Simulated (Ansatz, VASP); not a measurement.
## One calculation of SiC, two programs

File INCAR:

```
SYSTEM = SiC
PREC = Accurate
ENCUT = 520
EDIFF = 1E-7
ISMEAR = 0
SIGMA = 0.05
LREAL = .FALSE.
LASPH = .TRUE.
NELM = 80
ALGO = Normal
ISIF = 2
LWAVE = .FALSE.
LCHARG = .FALSE.
GGA = PE
NBANDS = 11
```

KPOINTS

```
regular mesh
0
G
  20 20 20
  0 0 0
```

POSCAR

```
SiC
1.0
    0.0000000000      1.8181372176      1.8181372176
    1.8181372176      0.0000000000      1.8181372176
    1.8181372176      1.8181372176      0.0000000000
C Si
1 1
Direct
    0.0000000000      0.0000000000      0.0000000000
    0.5000000000      0.5000000000      0.5000000000
```

Input for Ansatz:

```yaml
crystal:
  lattice:
    - [0.0, 1.8181372176, 1.8181372176]
    - [1.8181372176, 0.0, 1.8181372176]
    - [1.8181372176, 1.8181372176, 0.0]
  atoms:
    - { symbol: C, position: [0.0, 0.0, 0.0] }
    - { symbol: Si, position: [0.5, 0.5, 0.5] }
basis:
  ecutwfc: 420
  ecutrho_ratio: 4
kpoints:
  mp_grid: { grid: [20, 20, 20] }
hamiltonian:
  xc: pbe
scf:
  occupations: { method: gaussian, width: 0.05 }
output:
  forces: true
  stress: true
  eigenvalues: true
```

Alike in both runs: task single point; functional PBE; k mesh 20 × 20 × 20; occupations gaussian, width 0.05 eV; no spin polarisation.

|  | VASP | Ansatz |
| --- | --- | --- |
| version | VASP 6.6.1 | Ansatz 0.2.0 |
| potentials or method | VASP PAW PBE potentials, release 64 (C, Si), cutoff 520 eV | scalar-relativistic, plane waves, PAW |
| valence electrons in the cell | 8 | 8 |

VASP gave:

| Quantity | Value |
| --- | --- |
| gap on the k mesh at the Fermi level (eV) | 0.81 |
| least direct gap on the mesh (eV) | 6.53 |

Q: What did Ansatz give for the same quantities?

A: gap on the k mesh at the Fermi level (eV): 0.84; least direct gap on the mesh (eV): 6.55.
